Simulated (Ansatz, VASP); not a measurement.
**One calculation of CdSe, two programs**

```
Cd Se
1.0
     0.00000    3.12795    3.12795
     3.12795    0.00000    3.12795
     3.12795    3.12795    0.00000
Cd Se
1 1
Direct
  0.00000 0.00000 0.00000
  0.25000 0.25000 0.25000
```

Alike in both runs: task single point; functional r2SCAN; k mesh 6 × 6 × 6; no spin polarisation.

|  | VASP | Ansatz |
| --- | --- | --- |
| version | VASP 6.6.1 | Ansatz 0.2.0 |
| potentials or method | VASP PAW PBE potentials, release 64 (Cd, Se) | plane waves, PAW |
| plane-wave cutoff (eV) | 520 | 500 |
| occupations | gaussian, width 0.01 eV | fixed |
| valence electrons in the cell | 18 | 36 |

```csv
,VASP,Ansatz,Ansatz less VASP
gap on the k mesh at the Fermi level (eV),0.89,0.90,+0.011
pressure (GPa),-2.5,-2.7,-0.18
```

VASP's potentials were made for PBE, not for r2SCAN. VASP's potentials hold 18 valence electrons a cell and Ansatz's 36, so a difference there can come from the potentials and not from the codes.
